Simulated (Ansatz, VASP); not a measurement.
# HC10 in VASP and in Ansatz

```
C H
1.0
     8.54367    0.00000    0.00000
    -2.13592    8.61105    0.00000
     0.00000    0.00000   22.77880
C H
20 2
Direct
  0.07821 0.97949 0.17560
  0.57821 0.97949 0.17560
  0.41154 0.97949 0.17560
  0.91154 0.97949 0.17560
  0.32308 0.95898 0.22918
  0.82308 0.95898 0.22918
  0.15641 0.95898 0.22918
  0.65641 0.95898 0.22918
  0.06690 0.93838 0.28268
  0.56690 0.93838 0.28268
  0.40229 0.93838 0.28268
  0.90229 0.93838 0.28268
  0.31111 0.91767 0.33642
  0.81111 0.91767 0.33642
  0.14772 0.91767 0.33642
  0.64772 0.91767 0.33642
  0.04737 0.89880 0.38539
  0.54737 0.89880 0.38539
  0.40203 0.89879 0.38539
  0.90203 0.89879 0.38539
  0.23002 0.23213 0.41920
  0.33759 0.23213 0.41920
```

Alike in both runs: task single point; functional PBE; k mesh 4 × 3 × 1; occupations gaussian, width 0.1 eV; no spin polarisation.

```csv
,VASP,Ansatz
version,VASP 6.6.1,Ansatz 0.2.0
potentials or method,"VASP PAW PBE potentials, release 64 (C, H), cutoff 520 eV","scalar-relativistic, plane waves, PAW"
valence electrons in the cell,82,82
```

VASP gave:

- gap on the k mesh at the Fermi level (eV): 0.26
- least direct gap on the mesh (eV): 0.37
- rms of the force components (eV/Å): 1.835

Q: What did Ansatz give for the same quantities?

A: gap on the k mesh at the Fermi level (eV): 0.26; least direct gap on the mesh (eV): 0.36; rms of the force components (eV/Å): 1.842.

Atom by atom the forces differ by 0.024 eV/Å (rms over components). The functional is the same, so the differences come from potentials, cutoffs and numerics.
